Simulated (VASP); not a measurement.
# Zr2B3 (P6/mmm) in VASP: relaxation of cell and atoms with PBE

Aim: the relaxation of cell and atoms of Zr2B3 with PBE.

Everything below comes from runs of VASP 6.6.1. Logs are shortened: lines on timing, memory, paths and dates and some standing lists are left out, and cuts for length are marked.

### Step 1. The cell of the first run

It takes space group P6/mmm (No. 191, hexagonal). Conventional cell: a = 3.571 Å, b = 3.571 Å, c = 6.587 Å, α = 90.00°, β = 90.00°, γ = 120.00°. Within 3.6 Å of Zr (site symmetry 6mm) lie 12 B at 2.43 to 3.51 Å and 8 Zr at 3.28 to 3.57 Å. B (site symmetry mmm) has 4 B at 1.79 Å and 4 Zr at 2.43 Å within 2.5 Å.

The cell was built from a structure type or drawn by symmetry, and may not be a known phase.

### Step 2. Relaxation of cell and atoms, PBE

Contents of INCAR:

```
ALGO = Normal ; EDIFF = 1E-6
EDIFFG = -0.01 ; ENCUT = 600
GGA = PE ; IBRION = 2
ISIF = 3 ; ISMEAR = 0
LASPH = True ; LCHARG = False
LREAL = False ; LWAVE = False
NELM = 80 ; NSW = 100
PREC = Accurate ; SIGMA = 0.1
```

Contents of KPOINTS:

```
k-points
0
Gamma
  12 12 6
```

Contents of POSCAR:

```
Zr2B3
1.0
    3.5705490030      0.0000000000      0.0000000000
   -1.7852745015      3.0921861420      0.0000000000
    0.0000000000      0.0000000000      6.5865908321
Zr B
2 3
Direct
    0.0000000000      0.0000000000      0.2489668397
    0.0000000000      0.0000000000      0.7510331603
    0.5000000000      0.0000000000      0.5000000000
    0.0000000000      0.5000000000      0.5000000000
    0.5000000000      0.5000000000      0.5000000000
```

Potentials or basis: VASP PAW PBE potentials, release 64 (Zr_sv, B).

Started as:

```console
> cat potpaw_PBE.64/Zr_sv/POTCAR potpaw_PBE.64/B/POTCAR > POTCAR
> mpirun -np 1 vasp_std > vasp.out
```

OUTCAR:

```text
EDIFF = 1E-6
   EDIFFG = -0.01
   ENCUT = 600
   GGA = PE
   IBRION = 2
   ISIF = 3
   ISMEAR = 0
   LASPH = True
   LREAL = False
   NELM = 80
   NSW = 100
   PREC = Accurate

 ion  position               nearest neighbor table
   1  0.000  0.000  0.249-   4 2.43   5 2.43   4 2.43   5 2.43   3 2.43   3 2.43   2 3.28   2 3.31

   2  0.000  0.000  0.751-   4 2.43   5 2.43   4 2.43   5 2.43   3 2.43   3 2.43   1 3.28   1 3.31

   3  0.500  0.000  0.500-   4 1.79   5 1.79   5 1.79   4 1.79   1 2.43   1 2.43   2 2.43   2 2.43

   4  0.000  0.500  0.500-   3 1.79   3 1.79   5 1.79   5 1.79   1 2.43   2 2.43   1 2.43   2 2.43

   5  0.500  0.500  0.500-   3 1.79   3 1.79   4 1.79   4 1.79   1 2.43   2 2.43   1 2.43   2 2.43

  LATTYP: Found a hexagonal cell.
 ALAT       =     3.5705490030
 C/A-ratio  =     1.8446997441

  Lattice vectors:

 A1 = (   3.5705490030,   0.0000000000,   0.0000000000)
 A2 = (  -1.7852745015,   3.0921861420,   0.0000000000)
 A3 = (   0.0000000000,   0.0000000000,   6.5865908321)

Analysis of symmetry for initial positions (statically):
=====================================================================
 Subroutine PRICEL returns:
 Original cell was already a primitive cell.

 Routine SETGRP: Setting up the symmetry group for a
 hexagonal supercell.

 Subroutine GETGRP returns: Found 24 space group operations
 (whereof 24 operations were pure point group operations)
 out of a pool of 24 trial point group operations.

The static configuration has the point symmetry D_6h.

Analysis of symmetry for dynamics (positions and initial velocities):
=====================================================================
 Subroutine PRICEL returns:
 Original cell was already a primitive cell.

 Routine SETGRP: Setting up the symmetry group for a
 hexagonal supercell.

 Subroutine GETGRP returns: Found 24 space group operations
 (whereof 24 operations were pure point group operations)
 out of a pool of 24 trial point group operations.

The dynamic configuration has the point symmetry D_6h.

 Subroutine INISYM returns: Found 24 space group operations
 (whereof 24 operations are pure point group operations),
 and found     1 'primitive' translations

----------------------------------------------------------------------------------------

                                     Primitive cell

  volume of cell :      72.7212

  direct lattice vectors                    reciprocal lattice vectors
     3.570549003  0.000000000  0.000000000     0.280068975  0.161697898  0.000000000
    -1.785274501  3.092186142  0.000000000     0.000000000  0.323395796  0.000000000
     0.000000000  0.000000000  6.586590832     0.000000000  0.000000000  0.151823610

  length of vectors
     3.570549003  3.570549003  6.586590832     0.323395796  0.323395796  0.151823610

  position of ions in fractional coordinates (direct lattice)
     0.000000000  0.000000000  0.248966840
     0.000000000  0.000000000  0.751033160
     0.500000000  0.000000000  0.500000000
     0.000000000  0.500000000  0.500000000
     0.500000000  0.500000000  0.500000000

  ion indices of the primitive-cell ions
   primitive index   ion index
                 1           1
                 2           2
                 3           3
                 4           4
                 5           5

----------------------------------------------------------------------------------------

 KPOINTS: k-points

Automatic generation of k-mesh.
 Grid dimensions read from file:
 generate k-points for:   12   12    6

 Generating k-lattice:

  Cartesian coordinates                     Fractional coordinates (reciprocal lattice)
     0.023339081  0.013474825  0.000000000     0.083333333  0.000000000  0.000000000
     0.000000000  0.026949650  0.000000000     0.000000000  0.083333333  0.000000000
     0.000000000  0.000000000  0.025303935     0.000000000  0.000000000  0.166666667

  Length of vectors
     0.026949650  0.026949650  0.025303935

  Shift w.r.t. Gamma in fractional coordinates (k-lattice)
     0.000000000  0.000000000  0.000000000

 Subroutine IBZKPT returns following result:
 ===========================================

 Found     76 irreducible k-points:

 Following reciprocal coordinates:
            Coordinates               Weight
  0.000000  0.000000  0.000000      1.000000
  0.083333  0.000000  0.000000      6.000000
  0.166667  0.000000  0.000000      6.000000
  0.250000  0.000000  0.000000      6.000000
  0.333333  0.000000  0.000000      6.000000
  0.416667  0.000000  0.000000      6.000000
[... 16 lines left out ...]
  0.250000  0.000000  0.166667     12.000000
  0.333333  0.000000  0.166667     12.000000
 [... further k-points ...]
   k-points           NKPTS =     76   k-points in BZ     NKDIM =     76   number of bands    NBANDS=     20
   number of dos      NEDOS =    301   number of ions     NIONS =      5
   total plane-waves  NPLWV =  48600
   dimension x,y,z NGX =    30 NGY =   30 NGZ =   54
   dimension x,y,z NGXF=    60 NGYF=   60 NGZF=  108
   ions per type =               2   3
   NGX,Y,Z   is equivalent  to a cutoff of  13.97, 13.97, 13.63 a.u.
   NGXF,Y,Z  is equivalent  to a cutoff of  27.94, 27.94, 27.26 a.u.
 SYSTEM =  unknown system
   PREC   = accura    normal or accurate (medium, high low for compatibility)
   ISTART =      0    job   : 0-new  1-cont  2-samecut
   ICHARG =      2    charge: 1-file 2-atom 10-const
   ISPIN  =      1    spin polarized calculation?
   LNONCOLLINEAR =      F non collinear calculations
   LSORBIT =      F    spin-orbit coupling
   LASPH  =      T    aspherical Exc in radial PAW
   ENCUT  =  600.0 eV  44.10 Ry    6.64 a.u.   7.13  7.13 13.16*2*pi/ulx,y,z
   NELM   =     80;   NELMIN=  2; NELMDL= -5     # of ELM steps
   EDIFF  = 0.1E-05   stopping-criterion for ELM
   LREAL  =      F    real-space projection
   EDIFFG = -.1E-01   stopping-criterion for IOM
   NSW    =    100    number of steps for IOM
   IBRION =      2    ionic relax: 0-MD 1-quasi-New 2-CG
   NFREE  =      1    steps in history (QN), initial steepest desc. (CG)
   ISIF   =      3    stress and relaxation
   ISYM   =      2    0-nonsym 1-usesym 2-fastsym
   POTIM  = 0.5000    time-step for ionic-motion
   TEBEG  =    0.0;   TEEND  =   0.0 temperature during run
   PSTRESS=    0.0 pullay stress
   NELECT =      33.0000    total number of electrons
   NUPDOWN=      -1.0000    fix difference up-down
   EMIN   =  10.00;   EMAX   =-10.00  energy-range for DOS
   EFERMI =   0.00;   METHOD = LEGACY
   ISMEAR =     0;   SIGMA  =   0.10  broadening in eV -4-tet -1-fermi 0-gaus
   EFERMI_NEDOS =   21; number of points for ismear=-14 and -15
   IALGO  =     38    algorithm
   IMIX   =      4    mixing-type and parameters
     AMIX     =   0.40;   BMIX     =  1.00
     AMIX_MAG =   1.60;   BMIX_MAG =  1.00
  volume/ion in A,a.u.               =      14.54        98.15
  Fermi-wavevector in a.u.,A,eV,Ry     =   1.258034  2.377340 21.533254  1.582650
  Thomas-Fermi vector in A             =   2.391664
   LORBIT       =      0    0 simple, 1 ext, 2 COOP (PROOUT), +10 PAW based schemes
   GGA     = PE    functional components
   LHFCALC =     F    Hartree Fock is set to
   AEXX    =    0.0000 exact exchange contribution
   IVDW    =     0    specifies the selected vdW correction
   LEPSILON=     F    determine dielectric tensor
   LRPA    =     F    only Hartree local field effects (RPA)
 conjugate gradient relaxation of ions
 non-spin polarized calculation
 Gauss-broadening in eV      SIGMA  =   0.10
  energy-cutoff  :      600.00
  volume of cell :       72.72
 maximum number of plane-waves:      2451
 NGX is ok and might be reduce to    30
   NGX = 15   NGY = 15   NGZ = 27

--------------------------------------- Ionic step        1  -------------------------------------------

 number of electron      33.0000000 magnetization

 Free energy of the ion-electron system (eV)
  ---------------------------------------------------
  ext. energy  EPLUGINS =         0.00000000
  ---------------------------------------------------
  free energy    TOTEN  =       -36.88401962 eV

  energy without entropy =      -36.86457868  energy(sigma->0) =      -36.87429915

------------------------ aborting loop because EDIFF is reached ----------------------------------------

  FORCE on cell =-STRESS in cart. coord.  units (eV):
  Direction    XX          YY          ZZ          XY          YZ          ZX
  --------------------------------------------------------------------------------------
  -------------------------------------------------------------------------------------
  Total        0.3253491      0.3253491      0.0081226      0.0000000      0.0000000      0.0000000
  in kB        7.1680135      7.1680135      0.1789542      0.0000000      0.0000000      0.0000000
  external PRESSURE =       4.8383270 kB  Pullay stress =       0.0000000 kB

 VOLUME and BASIS-vectors are now :
 -----------------------------------------------------------------------------
  energy-cutoff  :      600.00
  volume of cell :       72.72
      direct lattice vectors                 reciprocal lattice vectors
     3.570549003  0.000000000  0.000000000     0.280068975  0.161697898  0.000000000
    -1.785274501  3.092186142  0.000000000     0.000000000  0.323395796  0.000000000
     0.000000000  0.000000000  6.586590832     0.000000000  0.000000000  0.151823610
[... 235 lines left out ...]
 POSITION                                       TOTAL-FORCE (eV/Angst)
 -----------------------------------------------------------------------------------
      1.79254      3.10477      1.64030        -0.000000      0.000000      0.012132
     -0.00000      0.00000      4.92875         0.000000     -0.000000     -0.012132
      1.79254     -0.00000      3.28453        -0.000000      0.000000     -0.000000
     -0.89627      1.55238      3.28453        -0.000000      0.000000     -0.000000
      0.89627      1.55238      3.28453        -0.000000      0.000000     -0.000000
 -----------------------------------------------------------------------------------
    total drift:                               -0.000000      0.000000      0.000000

  FREE ENERGIE OF THE ION-ELECTRON SYSTEM (eV)
  ---------------------------------------------------
  free  energy   TOTEN  =       -36.8853510929 eV

  energy  without entropy=      -36.8668697869  energy(sigma->0) =      -36.87611044

--------------------------------------- Ionic step        8  -------------------------------------------

 number of electron      33.0000000 magnetization

 Free energy of the ion-electron system (eV)
  ---------------------------------------------------
  ext. energy  EPLUGINS =         0.00000000
  ---------------------------------------------------
  free energy    TOTEN  =       -36.88534847 eV

  energy without entropy =      -36.86689330  energy(sigma->0) =      -36.87612088

 E-fermi :   7.6757     XC(G=0): -10.7743

 val. band max:        7.6609117691   @ k =   0.3333   0.0833   0.1667
 cond. band min:       7.6937705918   @ k =   0.4167   0.0000   0.5000
 fundamental gap:      0.0328588227
 Fermi energy:         7.6757467754

 k-point     1 :       0.0000    0.0000    0.0000
  band No.  band energies     occupation
      1     -41.4000      2.00000
      2     -41.3604      2.00000
      3     -19.9323      2.00000
      4     -19.4211      2.00000
      5     -19.3113      2.00000
      6     -19.3113      2.00000
[... 12 lines left out ...]
     19       7.2387      2.00000
     20       9.6770      0.00000
[... 507 lines left out ...]
 k-point    24 :       0.3333    0.0000    0.1667
  band No.  band energies     occupation
      1     -41.3791      2.00000
      2     -41.3450      2.00000
      3     -19.8519      2.00000
      4     -19.5325      2.00000
      5     -19.4696      2.00000
      6     -19.4171      2.00000
[... 12 lines left out ...]
     19       8.3878      0.00000
     20       9.2099      0.00000

 [... further k-points ...]

------------------------ aborting loop because EDIFF is reached ----------------------------------------

  FORCE on cell =-STRESS in cart. coord.  units (eV):
  Direction    XX          YY          ZZ          XY          YZ          ZX
  --------------------------------------------------------------------------------------
  -------------------------------------------------------------------------------------
  Total       -0.0046450     -0.0046450      0.0425463     -0.0000000      0.0000000      0.0000000
  in kB       -0.1017782     -0.1017782      0.9322431     -0.0000000      0.0000000      0.0000000
  external PRESSURE =       0.2428956 kB  Pullay stress =       0.0000000 kB

 VOLUME and BASIS-vectors are now :
 -----------------------------------------------------------------------------
  energy-cutoff  :      600.00
  volume of cell :       73.12
      direct lattice vectors                 reciprocal lattice vectors
     3.585322725 -0.000000000 -0.000000000     0.278914920  0.161031604 -0.000000000
    -1.792661362  3.104980560  0.000000000     0.000000000  0.322063208 -0.000000000
    -0.000000000  0.000000000  6.568349359    -0.000000000 -0.000000000  0.152245251

 POSITION                                       TOTAL-FORCE (eV/Angst)
 -----------------------------------------------------------------------------------
     -0.00000      0.00000      1.64031        -0.000000      0.000000      0.009132
     -0.00000      0.00000      4.92804         0.000000     -0.000000     -0.009132
      1.79266     -0.00000      3.28417        -0.000000     -0.000000     -0.000000
      2.68899      1.55249      3.28417        -0.000000     -0.000000     -0.000000
      0.89633      1.55249      3.28417        -0.000000     -0.000000     -0.000000
 -----------------------------------------------------------------------------------
    total drift:                               -0.000000      0.000000      0.000000

  FREE ENERGIE OF THE ION-ELECTRON SYSTEM (eV)
  ---------------------------------------------------
  free  energy   TOTEN  =       -36.8853484659 eV

  energy  without entropy=      -36.8668933009  energy(sigma->0) =      -36.87612088

 reached required accuracy - stopping structural energy minimisation
```

Wall time 3.5 min (1 thread of Intel Xeon 6975P-C (Granite Rapids), shared host); peak memory 0.29 GiB.

Results:

| Property | Result |
| --- | --- |
| Free energy | -36.8853 eV |
| Relaxed volume | 14.62 Å³/atom |
| Relaxed cell | a = 3.585 Å, b = 3.585 Å, c = 6.568 Å, α = 90.00°, β = 90.00°, γ = 120.00° |
| Space group after relaxing (to 0.1 Å) | P6/mmm (No. 191) |
| Energy gained by relaxing | 0.3 meV/atom |
| Ionic steps | 8 |
| Pressure after relaxing | 0.0 GPa |
| Largest force after relaxing | 0.009 eV/Å |
| Band gap on the k mesh | zero (an odd number of electrons rules out a gap without spin polarisation) |

Forces on the atoms (eV/Å):
```
Zr   0.000  0.000  0.009
Zr   0.000  0.000 -0.009
B    0.000  0.000  0.000
B    0.000  0.000  0.000
B    0.000  0.000  0.000
```

Stress tensor (GPa, compression positive):
```
-0.01  0.00  0.00
 0.00 -0.01  0.00
 0.00  0.00  0.09
```

The path:
```tsv
step	energy change (eV)	largest force (eV/Å)	pressure (GPa)	volume (Å³)
1	0.0000	0.0053	0.48	72.72
2	-0.0006	0.0902	-0.38	73.18
3	-0.0007	0.0673	-0.16	73.06
4	-0.0013	0.0300	-0.04	73.10
5	-0.0013	0.0144	0.01	73.12
6	-0.0013	0.0130	0.01	73.12
7	-0.0013	0.0121	0.02	73.12
8	-0.0013	0.0091	0.02	73.12
```

Final structure:
```
Zr B
1.0
     3.58532    0.00000    0.00000
    -1.79266    3.10498    0.00000
     0.00000    0.00000    6.56835
Zr B
2 3
Cartesian
  0.0000 0.0000 1.6403
  0.0000 0.0000 4.9280
  1.7927 0.0000 3.2842
  2.6890 1.5525 3.2842
  0.8963 1.5525 3.2842
```

Levels at points of the mesh, in eV from the Fermi level:
```csv
k point,band 13,band 14,band 15,band 16,band 17,band 18,band 19,band 20
"(0.00, 0.00, 0.00)",-4.51,-2.83,-1.78,-1.70,-1.70,-0.44,-0.44,2.00
"(0.50, 0.00, 0.00)",-3.96,-3.48,-1.02,-0.46,0.73,0.96,1.83,2.44
"(0.00, 0.00, 0.50)",-4.45,-1.91,-1.64,-1.64,-1.60,-0.56,-0.56,1.20
"(0.50, 0.00, 0.50)",-4.02,-3.72,-0.84,0.22,0.38,0.41,1.87,1.95
```
